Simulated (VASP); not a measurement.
# AlN (P1) in VASP: notebook

Runs on AlN. Level: PBE. Tasks: single point.

Everything below comes from runs of VASP 6.6.1. Logs are shortened: lines on timing, memory, paths and dates and some standing lists are left out, and cuts for length are marked.

## (1) The cell of the first run

The typed cell holds 16 atoms: a = 5.914 Å, b = 3.130 Å, c = 11.184 Å, α = 75.41°, β = 59.51°, γ = 74.65°.

## (2) Single point, PBE (the part above a cut slid along it)

Input file INCAR:

```
PREC     = Accurate       # precision mode
ENCUT    = 520            # plane-wave cutoff, eV
EDIFF    = 1E-6           # SCF threshold, eV
ISMEAR   = 0              # smearing method
SIGMA    = 0.05           # smearing width, eV
LREAL    = Auto         
LASPH    = T              # aspherical terms in the spheres
NELM     = 80             # most SCF steps
ALGO     = Normal         # electronic algorithm
ISIF     = 2              # what is computed and relaxed
LWAVE    = F              # write WAVECAR
LCHARG   = F              # write CHGCAR
GGA      = PE             # functional
NBANDS   = 46             # bands
```

Input file KPOINTS:

```
Automatic mesh
0
Gamma
  4 8 3
```

Input file POSCAR:

```
AlN
1.0
   -1.5651197814     -2.7108669814      5.0179796556
    1.5651197814     -2.7108669814      0.0000000000
    6.5735030821      0.5421733963      9.0323633801
Al N
8 8
Direct
    0.5894707946      0.9991356412      0.0981155127
    0.2394707946      0.4991356413      0.8481155127
    0.1394707946      0.4991356412      0.3481155127
   -0.3105292054      0.9991356413      0.5981155127
    0.7144707946      0.2491356413      0.3064488460
    0.1644707946      0.7491356413      0.0564488460
    0.2644707946      0.7491356413      0.5564488460
   -0.1855292054      0.2491356413      0.8064488460
    0.7993192054      0.8083643587      0.1935011540
   -0.5506807946      0.3083643587      0.9435011540
    0.3493192054      0.3083643587      0.4435011540
   -0.1006807946      0.8083643587      0.6935011540
   -0.0756807946      0.0583643588      0.4018344873
    0.3743192054      0.5583643588      0.1518344873
    0.4743192054      0.5583643587      0.6518344873
    0.0243192054      0.0583643587      0.9018344873
```

Potentials or basis: VASP PAW PBE potentials, release 64 (Al, N).

Started as:

```bash
cat potpaw_PBE.64/Al/POTCAR potpaw_PBE.64/N/POTCAR > POTCAR
mpirun -np 1 vasp_std > vasp.out
```

OUTCAR:

```text
PREC = Accurate
   ENCUT = 520
   EDIFF = 1E-6
   ISMEAR = 0
   LREAL = Auto
   LASPH = T
   NELM = 80
   ISIF = 2
   GGA = PE

 ion  position               nearest neighbor table
   1  0.589  0.999  0.098-  14 1.90  14 1.90   9 1.91  10 2.19  16 2.41   8 2.81   5 3.09   5 3.09
                             6 3.09   6 3.09   6 3.09   3 3.13   3 3.13
   2  0.239  0.499  0.848-  16 1.90  15 1.90  16 1.90  10 1.91   6 2.43   6 2.81   8 3.09   8 3.09
                             8 3.09   7 3.09   4 3.13   4 3.13
   3  0.139  0.499  0.348-  13 1.90  14 1.90  13 1.90  11 1.91   7 3.09   7 3.09   5 3.09   5 3.09
                             5 3.09   6 3.09   4 3.13   1 3.13   1 3.13   4 3.13
   4  0.689  0.999  0.598-  15 1.90  13 1.90  15 1.90  12 1.91   8 3.09   8 3.09   7 3.09   7 3.09
                             7 3.09   5 3.09   3 3.13   2 3.13   2 3.13   3 3.13
   5  0.714  0.249  0.306-   9 1.90   9 1.90  11 1.90  13 1.91   1 3.09   1 3.09   3 3.09   3 3.09
                             3 3.09   4 3.09   7 3.13   6 3.13   7 3.13   6 3.13
   6  0.164  0.749  0.056-   9 1.90  14 1.91  10 1.96  16 2.19  10 2.41   2 2.43   2 2.81   1 3.09
                             1 3.09   1 3.09   3 3.09   5 3.13   5 3.13
   7  0.264  0.749  0.556-  11 1.90  11 1.90  12 1.90  15 1.91   3 3.09   3 3.09   4 3.09   4 3.09
                             4 3.09   2 3.09   5 3.13   8 3.13   5 3.13   8 3.13
   8  0.814  0.249  0.806-  12 1.90  12 1.90  10 1.90  16 1.91   1 2.81   4 3.09   4 3.09   2 3.09
                             2 3.09   2 3.09   7 3.13   7 3.13
   9  0.799  0.808  0.194-   5 1.90   5 1.90   6 1.90   1 1.91
  10  0.449  0.308  0.944-   8 1.90   2 1.91   6 1.96   1 2.19   6 2.41
  11  0.349  0.308  0.444-   7 1.90   7 1.90   5 1.90   3 1.91
  12  0.899  0.808  0.694-   8 1.90   8 1.90   7 1.90   4 1.91
  13  0.924  0.058  0.402-   3 1.90   4 1.90   3 1.90   5 1.91
  14  0.374  0.558  0.152-   1 1.90   3 1.90   1 1.90   6 1.91
  15  0.474  0.558  0.652-   4 1.90   2 1.90   4 1.90   7 1.91
  16  0.024  0.058  0.902-   2 1.90   2 1.90   8 1.91   6 2.19   1 2.41

  LATTYP: Found a triclinic cell.
 ALAT       =    16.2614019541
 B/A-ratio  =     0.3636995194
 C/A-ratio  =     1.2256167981
 COS(alpha) =     0.0175989181
 COS(beta)  =     0.6528197378
 COS(gamma) =     0.7636542445

  Lattice vectors:

 A1 = (  -6.5735030821,   4.8795605665, -14.0503430357)
 A2 = (   1.5651197814,   2.7108669814,  -5.0179796556)
 A3 = ( -17.8423655084,  -3.7952137740,  -8.0287674490)

Analysis of symmetry for initial positions (statically):
=====================================================================
 Subroutine PRICEL returns:
 Original cell was already a primitive cell.

 Routine SETGRP: Setting up the symmetry group for a
 triclinic supercell.

 Subroutine GETGRP returns: Found  1 space group operations
 (whereof  1 operations were pure point group operations)
 out of a pool of  2 trial point group operations.

The static configuration has the point symmetry C_1 .

Analysis of symmetry for dynamics (positions and initial velocities):
=====================================================================
 Subroutine PRICEL returns:
 Original cell was already a primitive cell.

 Routine SETGRP: Setting up the symmetry group for a
 triclinic supercell.

 Subroutine GETGRP returns: Found  1 space group operations
 (whereof  1 operations were pure point group operations)
 out of a pool of  2 trial point group operations.

The dynamic configuration has the point symmetry C_1 .

 Subroutine INISYM returns: Found  1 space group operations
 (whereof  1 operations are pure point group operations),
 and found     1 'primitive' translations

----------------------------------------------------------------------------------------

                                     Primitive cell

  volume of cell :     170.3235

  direct lattice vectors                    reciprocal lattice vectors
    -1.565119781 -2.710866981  5.017979656    -0.143758965 -0.082999277  0.109605865
     1.565119781 -2.710866981  0.000000000     0.159732183 -0.276664257 -0.099641695
     6.573503082  0.542173396  9.032363380     0.079866092  0.046110710  0.049820848

  length of vectors
     5.914264075  3.130239563 11.184296267     0.198919495  0.334643017  0.104818448

  position of ions in fractional coordinates (direct lattice)
     0.589470795  0.999135641  0.098115513
     0.239470795  0.499135641  0.848115513
     0.139470795  0.499135641  0.348115513
     0.689470795  0.999135641  0.598115513
     0.714470795  0.249135641  0.306448846
     0.164470795  0.749135641  0.056448846
[... 8 lines left out ...]
     0.474319205  0.558364359  0.651834487
     0.024319205  0.058364359  0.901834487

  ion indices of the primitive-cell ions
   primitive index   ion index
                 1           1
                 2           2
                 3           3
                 4           4
                 5           5
                 6           6
[... 8 lines left out ...]
                15          15
                16          16

----------------------------------------------------------------------------------------

 KPOINTS: Automatic mesh

Automatic generation of k-mesh.
 Grid dimensions read from file:
 generate k-points for:    4    8    3

 Generating k-lattice:

  Cartesian coordinates                     Fractional coordinates (reciprocal lattice)
    -0.035939741 -0.020749819  0.027401466     0.250000000  0.000000000 -0.000000000
     0.019966523 -0.034583032 -0.012455212     0.000000000  0.125000000 -0.000000000
     0.026622031  0.015370237  0.016606949     0.000000000  0.000000000  0.333333333

  Length of vectors
     0.049729874  0.041830377  0.034939483

  Shift w.r.t. Gamma in fractional coordinates (k-lattice)
     0.000000000  0.000000000  0.000000000

 Subroutine IBZKPT returns following result:
 ===========================================

 Found     50 irreducible k-points:

 Following reciprocal coordinates:
            Coordinates               Weight
  0.000000  0.000000  0.000000      1.000000
  0.250000 -0.000000  0.000000      2.000000
  0.500000 -0.000000  0.000000      1.000000
  0.000000  0.125000  0.000000      2.000000
  0.250000  0.125000  0.000000      2.000000
  0.500000  0.125000  0.000000      2.000000
[... 16 lines left out ...]
 -0.000000  0.125000  0.333333      2.000000
  0.250000  0.125000  0.333333      2.000000
 [... further k-points ...]
   k-points           NKPTS =     50   k-points in BZ     NKDIM =     50   number of bands    NBANDS=     46
   number of dos      NEDOS =    301   number of ions     NIONS =     16
   total plane-waves  NPLWV =  96768
   dimension x,y,z NGX =    48 NGY =   24 NGZ =   84
   dimension x,y,z NGXF=    96 NGYF=   48 NGZF=  168
   ions per type =               8   8
   NGX,Y,Z   is equivalent  to a cutoff of  13.49, 12.75, 12.49 a.u.
   NGXF,Y,Z  is equivalent  to a cutoff of  26.98, 25.49, 24.97 a.u.
 SYSTEM =  unknown system
   PREC   = accura    normal or accurate (medium, high low for compatibility)
   ISTART =      0    job   : 0-new  1-cont  2-samecut
   ICHARG =      2    charge: 1-file 2-atom 10-const
   ISPIN  =      1    spin polarized calculation?
   LNONCOLLINEAR =      F non collinear calculations
   LSORBIT =      F    spin-orbit coupling
   LASPH  =      T    aspherical Exc in radial PAW
   ENCUT  =  520.0 eV  38.22 Ry    6.18 a.u.  11.00  5.82 20.80*2*pi/ulx,y,z
   NELM   =     80;   NELMIN=  2; NELMDL= -5     # of ELM steps
   EDIFF  = 0.1E-05   stopping-criterion for ELM
   LREAL  =      T    real-space projection
   EDIFFG = 0.1E-04   stopping-criterion for IOM
   NSW    =      0    number of steps for IOM
   IBRION =     -1    ionic relax: 0-MD 1-quasi-New 2-CG
   NFREE  =      0    steps in history (QN), initial steepest desc. (CG)
   ISIF   =      2    stress and relaxation
   ISYM   =      2    0-nonsym 1-usesym 2-fastsym
   POTIM  = 0.5000    time-step for ionic-motion
   TEBEG  =    0.0;   TEEND  =   0.0 temperature during run
   PSTRESS=    0.0 pullay stress
   NELECT =      64.0000    total number of electrons
   NUPDOWN=      -1.0000    fix difference up-down
   EMIN   =  10.00;   EMAX   =-10.00  energy-range for DOS
   EFERMI =   0.00;   METHOD = LEGACY
   ISMEAR =     0;   SIGMA  =   0.05  broadening in eV -4-tet -1-fermi 0-gaus
   EFERMI_NEDOS =   21; number of points for ismear=-14 and -15
   IALGO  =     38    algorithm
   IMIX   =      4    mixing-type and parameters
     AMIX     =   0.40;   BMIX     =  1.00
     AMIX_MAG =   1.60;   BMIX_MAG =  1.00
  volume/ion in A,a.u.               =      10.65        71.84
  Fermi-wavevector in a.u.,A,eV,Ry     =   1.181345  2.232418 18.987951  1.395575
  Thomas-Fermi vector in A             =   2.317620
   LORBIT       =      0    0 simple, 1 ext, 2 COOP (PROOUT), +10 PAW based schemes
   GGA     = PE    functional components
   LHFCALC =     F    Hartree Fock is set to
   AEXX    =    0.0000 exact exchange contribution
   IVDW    =     0    specifies the selected vdW correction
   LEPSILON=     F    determine dielectric tensor
   LRPA    =     F    only Hartree local field effects (RPA)
 non-spin polarized calculation
 Gauss-broadening in eV      SIGMA  =   0.05
  energy-cutoff  :      520.00
  volume of cell :      170.32
 maximum number of plane-waves:      4613
 NGX is ok and might be reduce to    48
   NGX = 21   NGY = 11   NGZ = 41

 number of electron      64.0000002 magnetization

 Free energy of the ion-electron system (eV)
  ---------------------------------------------------
  ext. energy  EPLUGINS =         0.00000000
  ---------------------------------------------------
  free energy    TOTEN  =      -115.81476149 eV

  energy without entropy =     -115.81476149  energy(sigma->0) =     -115.81476149

 E-fermi :   7.2395     XC(G=0): -10.8469

 val. band max:        6.9715389390   @ k =   0.0000   0.0000   0.0000
 cond. band min:       9.2463131697   @ k =   0.0000   0.0000   0.0000
 fundamental gap:      2.2747742307
 Fermi energy:         7.2394699584

 k-point     1 :       0.0000    0.0000    0.0000
  band No.  band energies     occupation
      1      -9.1347      2.00000
      2      -8.2093      2.00000
      3      -8.1419      2.00000
      4      -7.2893      2.00000
      5      -6.9664      2.00000
      6      -6.8515      2.00000
[... 1117 lines left out ...]
     43      14.8134      0.00000
     44      14.9907      0.00000

 [... further k-points ...]

 [bands above 44 left out]

------------------------ aborting loop because EDIFF is reached ----------------------------------------

  FORCE on cell =-STRESS in cart. coord.  units (eV):
  Direction    XX          YY          ZZ          XY          YZ          ZX
  --------------------------------------------------------------------------------------
  -------------------------------------------------------------------------------------
  Total        2.2097510     -0.5071447     -3.7932995     -4.1492698      2.6287046     11.5414699
  in kB       20.7863985     -4.7705430    -35.6823163    -39.0308120     24.7273571    108.5667994
  external PRESSURE =      -6.5554870 kB  Pullay stress =       0.0000000 kB

 VOLUME and BASIS-vectors are now :
 -----------------------------------------------------------------------------
  energy-cutoff  :      520.00
  volume of cell :      170.32
      direct lattice vectors                 reciprocal lattice vectors
    -1.565119781 -2.710866981  5.017979656    -0.143758965 -0.082999277  0.109605865
     1.565119781 -2.710866981  0.000000000     0.159732183 -0.276664257 -0.099641695
     6.573503082  0.542173396  9.032363380     0.079866092  0.046110710  0.049820848

 POSITION                                       TOTAL-FORCE (eV/Angst)
 -----------------------------------------------------------------------------------
      1.28614     -4.25331      3.84417         0.580157     -0.185723     -1.277359
      5.98150     -1.54244      8.86215        -2.263961     -0.288343     -0.969962
      2.85126     -1.54244      3.84417        -0.271003     -0.235768      0.148461
      4.41638     -4.25331      8.86215         0.070901      0.036128     -0.065681
      1.28614     -2.44606      6.35316         0.336461      0.171795      0.193001
      1.28614     -2.44606      1.33518        -0.132850     -1.635552      2.079838
[... 8 lines left out ...]
      4.41638     -2.44606      8.26773         0.009844     -0.009131     -0.099031
      5.98150      0.26481      8.26773         0.469965      0.837602      0.588669
 -----------------------------------------------------------------------------------
    total drift:                                0.007899      0.001696     -0.002978

  FREE ENERGIE OF THE ION-ELECTRON SYSTEM (eV)
  ---------------------------------------------------
  free  energy   TOTEN  =      -115.8147614886 eV

  energy  without entropy=     -115.8147614886  energy(sigma->0) =     -115.81476149
```

Run time: 6.8 min. Hardware: 1 thread of Intel Xeon 6975P-C (Granite Rapids), shared host; peak memory 0.43 GiB.

What came out:

```
Free energy            : -115.8148 eV
Pressure               : -0.7 GPa
Largest force          : 2.848 eV/Å
Band gap on the k mesh : 2.27 eV
```

Forces on the atoms (eV/Å):
```
Al   0.580 -0.186 -1.277
Al  -2.264 -0.288 -0.970
Al  -0.271 -0.236  0.148
Al   0.071  0.036 -0.066
Al   0.336  0.172  0.193
Al  -0.133 -1.636  2.080
Al  -0.090 -0.050  0.040
Al   0.027 -0.023 -0.852
N   -0.350  0.079  0.385
N   -0.230  1.234 -2.557
N    0.025  0.052  0.123
N    0.003  0.030  0.265
N    0.119  0.061 -0.101
N    1.697 -0.075  2.099
N    0.010 -0.009 -0.099
N    0.470  0.838  0.589
```

Caveat: the cell differs from its parent crystal (the part above a cut slid along it); the stress differs along the axes, from -4 to 2 GPa; forces of over 1 eV/Å act on the atoms, so gaps and moduli don't describe the material at rest. A k mesh can miss the band edges.

[end of part 1 of 3]
